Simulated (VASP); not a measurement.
# CuGe4 in VASP: notebook

CuGe4 is run at these levels: PBE+D3(BJ); tasks: single point.

Everything below comes from runs of VASP 6.6.1. Logs are shortened: lines on timing, memory, paths and dates and some standing lists are left out, and cuts for length are marked.

**1. The cell of the first run**

The cell holds a slab with vacuum, 5 atoms: a = 4.030 Å, b = 4.030 Å, c = 21.598 Å, α = 90.00°, β = 90.00°, γ = 120.00°.

**2. Single point, PBE+D3(BJ)**

The input, INCAR:

```
SYSTEM = CuGe4
PREC     = Accurate       ! precision mode
ENCUT    = 520            ! plane-wave cutoff, eV
EDIFF    = 1E-6           ! SCF threshold, eV
ISMEAR   = 0              ! smearing method
SIGMA    = 0.1            ! smearing width, eV
LREAL    = .False.        ! projectors in reciprocal space
LASPH    = .True.         ! aspherical terms in the spheres
NELM     = 60             ! most SCF steps
ALGO     = Normal         ! electronic algorithm
ISIF     = 2              ! what is computed and relaxed
LWAVE    = .False.        ! write WAVECAR
LCHARG   = .False.        ! write CHGCAR
LDIPOL   = .True.       
IDIPOL   = 3            
DIPOL    = 0.5 0.5 0.328
GGA      = PE             ! functional
IVDW     = 12             ! dispersion correction
NBANDS   = 42             ! bands
```

The input, KPOINTS:

```
Automatic mesh
0
Gamma
  9 9 1
  0 0 0
```

The input, POSCAR:

```
CuGe4
1.0
    4.0303587907      0.0000000000      0.0000000000
   -2.0151793953      3.4903930991      0.0000000000
    0.0000000000      0.0000000000     21.5984135941
Ge Cu
4 1
Direct
    0.3333333333      0.6666666667      0.1851987871
    0.0000000000      0.0000000000      0.2232892486
    0.0000000000      0.0000000000      0.3443139717
    0.6666666667      0.3333333333      0.3795840634
    0.8888888889      0.7777777778      0.5092232143
```

Potentials or basis: VASP PAW PBE potentials, release 64 (Ge_d, Cu).

Command:

```sh
cat potpaw_PBE.64/Ge_d/POTCAR potpaw_PBE.64/Cu/POTCAR > POTCAR
mpirun -np 1 vasp_std > vasp.out
```

OUTCAR:

```text
SYSTEM = CuGe4
   PREC = Accurate
   ENCUT = 520
   EDIFF = 1E-6
   ISMEAR = 0
   LREAL = .False.
   LASPH = .True.
   NELM = 60
   ISIF = 2
   GGA = PE
   IVDW = 12
 IVDW          = 12

 ion  position               nearest neighbor table
   1  0.333  0.667  0.185-   2 2.47   2 2.47   2 2.47
   2  0.000  0.000  0.223-   1 2.47   1 2.47   1 2.47   3 2.61
   3  0.000  0.000  0.344-   4 2.45   4 2.45   4 2.45   2 2.61
   4  0.667  0.333  0.380-   3 2.45   3 2.45   3 2.45
   5  0.889  0.778  0.509-

  LATTYP: Found a hexagonal cell.
 ALAT       =     4.0303587907
 C/A-ratio  =     5.3589307344

  Lattice vectors:

 A1 = (   4.0303587907,   0.0000000000,   0.0000000000)
 A2 = (  -2.0151793953,   3.4903930991,   0.0000000000)
 A3 = (   0.0000000000,   0.0000000000,  21.5984135941)

Analysis of symmetry for initial positions (statically):
=====================================================================
 Subroutine PRICEL returns:
 Original cell was already a primitive cell.

 Routine SETGRP: Setting up the symmetry group for a
 hexagonal supercell.

 Subroutine GETGRP returns: Found  2 space group operations
 (whereof  2 operations were pure point group operations)
 out of a pool of 24 trial point group operations.

The static configuration has the point symmetry C_1h.

Analysis of symmetry for dynamics (positions and initial velocities):
=====================================================================
 Subroutine PRICEL returns:
 Original cell was already a primitive cell.

 Routine SETGRP: Setting up the symmetry group for a
 hexagonal supercell.

 Subroutine GETGRP returns: Found  2 space group operations
 (whereof  2 operations were pure point group operations)
 out of a pool of 24 trial point group operations.

The dynamic configuration has the point symmetry C_1h.

 Subroutine INISYM returns: Found  2 space group operations
 (whereof  2 operations are pure point group operations),
 and found     1 'primitive' translations

----------------------------------------------------------------------------------------

                                     Primitive cell

  volume of cell :     303.8365

  direct lattice vectors                    reciprocal lattice vectors
     4.030358791  0.000000000  0.000000000     0.248116868  0.143250341  0.000000000
    -2.015179395  3.490393099  0.000000000     0.000000000  0.286500681  0.000000000
[... 99 lines left out ...]
   TEBEG  =    0.0;   TEEND  =   0.0 temperature during run
   PSTRESS=    0.0 pullay stress
   NELECT =      67.0000    total number of electrons
   NUPDOWN=      -1.0000    fix difference up-down
   EMIN   =  10.00;   EMAX   =-10.00  energy-range for DOS
   EFERMI =   0.00;   METHOD = LEGACY
   ISMEAR =     0;   SIGMA  =   0.10  broadening in eV -4-tet -1-fermi 0-gaus
   EFERMI_NEDOS =   21; number of points for ismear=-14 and -15
   IALGO  =     38    algorithm
   IMIX   =      4    mixing-type and parameters
     AMIX     =   0.40;   BMIX     =  1.00
     AMIX_MAG =   1.60;   BMIX_MAG =  1.00
  volume/ion in A,a.u.               =      60.77       410.08
  Fermi-wavevector in a.u.,A,eV,Ry     =   0.989054  1.869040 13.309585  0.978227
  Thomas-Fermi vector in A             =   2.120625
   LORBIT       =      0    0 simple, 1 ext, 2 COOP (PROOUT), +10 PAW based schemes
   GGA     = PE    functional components
   LHFCALC =     F    Hartree Fock is set to
   AEXX    =    0.0000 exact exchange contribution
   IVDW    =    12    specifies the selected vdW correction
   LEPSILON=     F    determine dielectric tensor
   LRPA    =     F    only Hartree local field effects (RPA)
 non-spin polarized calculation
 Gauss-broadening in eV      SIGMA  =   0.10
  energy-cutoff  :      520.00
  volume of cell :      303.84
 maximum number of plane-waves:      8229
 NGX is ok and might be reduce to    30
   NGX = 15   NGY = 15   NGZ = 81

 dipolmoment           0.000000      0.000000      0.122163 electrons x Angstroem

 number of electron      67.0000014 magnetization

 dipolmoment           0.000000      0.000000     -0.010550 electrons x Angstroem

 Free energy of the ion-electron system (eV)
  ---------------------------------------------------
  ext. energy  EPLUGINS =         0.00000000
  ---------------------------------------------------
  free energy    TOTEN  =       -17.96827091 eV

  energy without entropy =      -17.94527046  energy(sigma->0) =      -17.95677069

 E-fermi :  -1.3280     XC(G=0):  -4.5744

 val. band max:       -1.3520027462   @ k =  -0.2222  -0.4444   0.0000
 cond. band min:      -1.3106070799   @ k =  -0.1111   0.3333   0.0000
 fundamental gap:      0.0413956663
 Fermi energy:        -1.3279695060

 k-point     1 :       0.0000    0.0000    0.0000
  band No.  band energies     occupation
      1     -25.8140      2.00000
      2     -25.8116      2.00000
      3     -25.7743      2.00000
      4     -25.7584      2.00000
      5     -25.7526      2.00000
      6     -25.6776      2.00000
[... 1069 lines left out ...]
     41       3.5164      0.00000
     42       4.2410      0.00000

 [... further k-points ...]

------------------------ aborting loop because EDIFF is reached ----------------------------------------

 vacuum level on the upper side and lower side of the slab       (xc-potential included)        -0.222        -0.022

 Edisp (eV)   -1.19750

 E8    (eV) :    -0.5516

  FORCE on cell =-STRESS in cart. coord.  units (eV):
  Direction    XX          YY          ZZ          XY          YZ          ZX
  --------------------------------------------------------------------------------------
  -------------------------------------------------------------------------------------
  Total      -1.46750    -2.04001    -2.88873    -0.00000    -0.79419    -0.00000
  in kB      -7.73837   -10.75732   -15.23275    -0.00000    -4.18787    -0.00000
  external pressure =      -11.24 kB  Pullay stress =        0.00 kB

 VOLUME and BASIS-vectors are now :
 -----------------------------------------------------------------------------
  energy-cutoff  :      520.00
  volume of cell :      303.84
      direct lattice vectors                 reciprocal lattice vectors
     4.030358791  0.000000000  0.000000000     0.248116868  0.143250341  0.000000000
    -2.015179395  3.490393099  0.000000000     0.000000000  0.286500681  0.000000000
     0.000000000  0.000000000 21.598413594     0.000000000  0.000000000  0.046299697

 POSITION                                       TOTAL-FORCE (eV/Angst)
 -----------------------------------------------------------------------------------
     -0.00000      2.32693      4.00000        -0.000000     -0.072662      0.174143
      0.00000      0.00000      4.82269         0.000000      0.077086     -0.028105
      0.00000      0.00000      7.43664        -0.000000     -0.002032     -0.174979
      2.01518      1.16346      8.19841         0.000000      0.297666      0.865590
      2.01518      2.71475     10.99841        -0.000000     -0.300058     -0.836649
 -----------------------------------------------------------------------------------
    total drift:                                0.000003      0.000047      0.001134

  FREE ENERGIE OF THE ION-ELECTRON SYSTEM (eV)
  ---------------------------------------------------
  free  energy   TOTEN  =       -19.1657747893 eV

  energy  without entropy=      -19.1427743429  energy(sigma->0) =      -19.15427457

 vacuum level on the upper side and lower side of the slab         3.020         3.261
```

Run time: 6.9 min. Hardware: 1 thread of AMD EPYC 9R45 (Zen 5), shared host; peak memory 0.52 GiB.

Results:

```
Free energy                : -19.1658 eV
Largest force              : 0.915 eV/Å
Band gap on the k mesh     : zero (an odd number of electrons rules out a gap without spin polarisation)
Dispersion energy per atom : -0.239 eV
```

Forces on the atoms (eV/Å):
```
Ge   0.000 -0.073  0.174
Ge   0.000  0.077 -0.028
Ge   0.000 -0.002 -0.175
Ge   0.000  0.298  0.866
Cu   0.000 -0.300 -0.837
```

**3. Single point, PBE+D3(BJ)**

The input, INCAR:

```
SYSTEM = CuGe4
PREC = Accurate ; ENCUT = 520
EDIFF = 1E-6 ; ISMEAR = 0
SIGMA = 0.1 ; LREAL = .False.
LASPH = .True. ; NELM = 100
ALGO = Normal ; ISIF = 2
LWAVE = .False. ; LCHARG = .False.
LDIPOL = .True. ; IDIPOL = 3
DIPOL = 0.5 0.5 0.328 ; GGA = PE
IVDW = 12 ; NBANDS = 42
```

The input, KPOINTS:

```
regular mesh
0
Gamma
  9 9 1
  0 0 0
```

POSCAR: that of step 2 with these lines changed.

```diff
@@ -12,2 +12,2 @@
     0.6666666667      0.3333333333      0.3795840634
-    0.8888888889      0.7777777778      0.5092232143
+    1.1111111111      0.5555555556      0.5092232143
```

Potentials or basis: VASP PAW PBE potentials, release 64 (Ge_d, Cu).

Command:

```sh
cat potpaw_PBE.64/Ge_d/POTCAR potpaw_PBE.64/Cu/POTCAR > POTCAR
mpirun -np 1 vasp_std > vasp.out
```

Wall time 7.3 min (1 thread of AMD EPYC 9R45 (Zen 5), shared host); peak memory 0.52 GiB.

It converged, with:

```
Free energy                : -19.1591 eV
Largest force              : 0.943 eV/Å
Band gap on the k mesh     : zero (an odd number of electrons rules out a gap without spin polarisation)
Dispersion energy per atom : -0.240 eV
```

Forces in eV/Å, atoms in the order of the input:
```
Ge  -0.032 -0.019  0.157
Ge   0.039  0.022  0.033
Ge  -0.040 -0.023 -0.254
Ge   0.290  0.168  0.882
Cu  -0.256 -0.148 -0.817
```

Levels at points of the mesh, in eV from the Fermi level:
```csv
k point,band 29,band 30,band 31,band 32,band 33,band 34,band 35,band 36,band 37,band 38
"(0.00, 0.00, 0.00)",-0.94,-0.86,-0.53,-0.52,0.05,0.06,0.72,1.18,1.76,3.65
```

**4. Single point, PBE+D3(BJ)**

The input, INCAR:

```
SYSTEM = CuGe4
PREC = Accurate
ENCUT = 520
EDIFF = 1E-7
ISMEAR = 0
SIGMA = 0.1
LREAL = .False.
LASPH = .True.
NELM = 100
ALGO = Normal
ISIF = 2
LWAVE = .False.
LCHARG = .False.
LDIPOL = .True.
IDIPOL = 3
DIPOL = 0.5 0.5 0.328
GGA = PE
IVDW = 12
NBANDS = 42
```

The input, KPOINTS:

```
Automatic mesh
0
Gamma
  9 9 1
  0 0 0
```

POSCAR: that of step 3 with these lines changed.

```diff
@@ -12,2 +12,2 @@
     0.6666666667      0.3333333333      0.3795840634
-    1.1111111111      0.5555555556      0.5092232143
+    1.1111111111      1.2222222222      0.5092232143
```

Potentials or basis: VASP PAW PBE potentials, release 64 (Ge_d, Cu).

Command:

```sh
cat potpaw_PBE.64/Ge_d/POTCAR potpaw_PBE.64/Cu/POTCAR > POTCAR
mpirun -np 1 vasp_std > vasp.out
```

OUTCAR:

```text
SYSTEM = CuGe4
   PREC = Accurate
   ENCUT = 520
   EDIFF = 1E-7
   ISMEAR = 0
   LREAL = .False.
   LASPH = .True.
   NELM = 100
   ISIF = 2
   GGA = PE
   IVDW = 12
 IVDW          = 12

 ion  position               nearest neighbor table
   1  0.333  0.667  0.185-   2 2.47   2 2.47   2 2.47
   2  0.000  0.000  0.223-   1 2.47   1 2.47   1 2.47   3 2.61
   3  0.000  0.000  0.344-   4 2.45   4 2.45   4 2.45   2 2.61
   4  0.667  0.333  0.380-   3 2.45   3 2.45   3 2.45
   5  0.111  0.222  0.509-

  LATTYP: Found a hexagonal cell.
 ALAT       =     4.0303587907
 C/A-ratio  =     5.3589307344

  Lattice vectors:

 A1 = (   4.0303587907,   0.0000000000,   0.0000000000)
 A2 = (  -2.0151793953,   3.4903930991,   0.0000000000)
 A3 = (   0.0000000000,   0.0000000000,  21.5984135941)

Analysis of symmetry for initial positions (statically):
=====================================================================
 Subroutine PRICEL returns:
 Original cell was already a primitive cell.

 Routine SETGRP: Setting up the symmetry group for a
 hexagonal supercell.

 Subroutine GETGRP returns: Found  2 space group operations
[... 181 lines left out ...]

 k-point     1 :       0.0000    0.0000    0.0000
  band No.  band energies     occupation
      1     -25.8315      2.00000
      2     -25.8302      2.00000
      3     -25.7873      2.00000
      4     -25.7744      2.00000
      5     -25.7731      2.00000
      6     -25.7003      2.00000
[... 1069 lines left out ...]
     41       3.6440      0.00000
     42       4.0618      0.00000

 [... further k-points ...]

------------------------ aborting loop because EDIFF is reached ----------------------------------------

 vacuum level on the upper side and lower side of the slab       (xc-potential included)        -0.160        -0.026

 Edisp (eV)   -1.20355

 E8    (eV) :    -0.5545

  FORCE on cell =-STRESS in cart. coord.  units (eV):
  Direction    XX          YY          ZZ          XY          YZ          ZX
  --------------------------------------------------------------------------------------
  -------------------------------------------------------------------------------------
  Total      -2.48394    -1.40452    -2.70786    -0.00000     0.16245     0.00000
  in kB     -13.09823    -7.40623   -14.27895    -0.00000     0.85664     0.00000
  external pressure =      -11.59 kB  Pullay stress =        0.00 kB

 VOLUME and BASIS-vectors are now :
 -----------------------------------------------------------------------------
  energy-cutoff  :      520.00
  volume of cell :      303.84
      direct lattice vectors                 reciprocal lattice vectors
     4.030358791  0.000000000  0.000000000     0.248116868  0.143250341  0.000000000
    -2.015179395  3.490393099  0.000000000     0.000000000  0.286500681  0.000000000
     0.000000000  0.000000000 21.598413594     0.000000000  0.000000000  0.046299697

 POSITION                                       TOTAL-FORCE (eV/Angst)
 -----------------------------------------------------------------------------------
     -0.00000      2.32693      4.00000         0.000000      0.052031      0.174934
      0.00000      0.00000      4.82269        -0.000000     -0.052599     -0.012923
      0.00000      0.00000      7.43664        -0.000000     -0.029460     -0.194652
      2.01518      1.16346      8.19841        -0.000000     -0.034519      0.790644
      0.00000      0.77564     10.99841         0.000000      0.064547     -0.758003
 -----------------------------------------------------------------------------------
    total drift:                               -0.000003     -0.000003      0.001379

  FREE ENERGIE OF THE ION-ELECTRON SYSTEM (eV)
  ---------------------------------------------------
  free  energy   TOTEN  =       -19.0912038905 eV

  energy  without entropy=      -19.0670247232  energy(sigma->0) =      -19.07911431

 vacuum level on the upper side and lower side of the slab         3.050         3.173
```

It took 7 min on 1 thread of AMD EPYC 9R45 (Zen 5), shared host; peak memory 0.53 GiB.

Results:

```
Free energy                : -19.0912 eV
Largest force              : 0.791 eV/Å
Band gap on the k mesh     : zero (an odd number of electrons rules out a gap without spin polarisation)
Dispersion energy per atom : -0.241 eV
```

Forces on the atoms (eV/Å):
```
Ge   0.000  0.052  0.175
Ge   0.000 -0.053 -0.013
Ge   0.000 -0.029 -0.195
Ge   0.000 -0.035  0.791
Cu   0.000  0.065 -0.758
```

Levels at points of the mesh, in eV from the Fermi level:
| k point | band 30 | band 31 | band 32 | band 33 | band 34 | band 35 | band 36 | band 37 |
| --- | --- | --- | --- | --- | --- | --- | --- | --- |
| (0.00, 0.00, 0.00) | -0.97 | -0.57 | -0.56 | 0.03 | 0.03 | 0.67 | 1.15 | 1.75 |

**5. Summary**

```tsv
cell	gap on the mesh (eV)	largest force (eV/Å)
as given, atomic positions A	none	0.92
as given, atomic positions B	none	0.94
as given, atomic positions C	none	0.79
```

Alike in all rows: task single point; level PBE+D3(BJ); potentials or basis VASP PAW PBE potentials, release 64 (Ge_d, Cu); no spin polarisation; k mesh 9 × 9 × 1; cutoff (eV) 520; smearing gaussian 0.1 eV.

Total energies depend on the potentials used, so only differences within one code and one set of settings carry meaning.

The gap in the log of VASP goes by the Fermi energy; the results here count the filled bands.